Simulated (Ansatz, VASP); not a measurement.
## One calculation of BN, two programs

```
CELL_PARAMETERS angstrom
2.34962 0.00000 0.00000
-1.17481 2.03483 0.00000
0.00000 0.00000 4.05778
ATOMIC_POSITIONS crystal
B 0.66667 0.33333 0.99972
B 0.33333 0.66667 0.49972
N 0.66667 0.33333 0.62528
N 0.33333 0.66667 0.12528
```

Change from the starting cell: strain -0.080 along x and y, -0.040 along z, atoms carried along.

Alike in both runs: task single point; functional PBEsol; k mesh 12 × 12 × 6; occupations gaussian, width 0.05 eV; no spin polarisation.

```csv
,VASP,Ansatz
version,VASP 6.6.1,Ansatz 0.2.0
potentials or method,"VASP PAW PBE potentials, release 64 (B, N), cutoff 520 eV","scalar-relativistic, plane waves, PAW"
valence electrons in the cell,16,16
```

Ansatz gave:

```
gap on the k mesh at the Fermi level (eV)                     : 4.34
least direct gap on the mesh (eV)                             : 8.02
pressure (GPa)                                                : 105.8
traceless stress, the component that is largest in VASP (GPa) : -42.97
rms of the force components (eV/Å)                            : 0.394
```

Estimate VASP's values.

gap on the k mesh at the Fermi level (eV): 4.31; least direct gap on the mesh (eV): 8.01; pressure (GPa): 107.2; traceless stress, the component that is largest in VASP (GPa): -43.24; rms of the force components (eV/Å): 0.401.

VASP's potentials were made for PBE, not for PBEsol. Atom by atom the forces differ by 0.007 eV/Å (rms over components). Both programs put the cell under a high pressure, so it lies far from rest at this level.

Noted on VASP's run: the cell as given lies far from equilibrium.
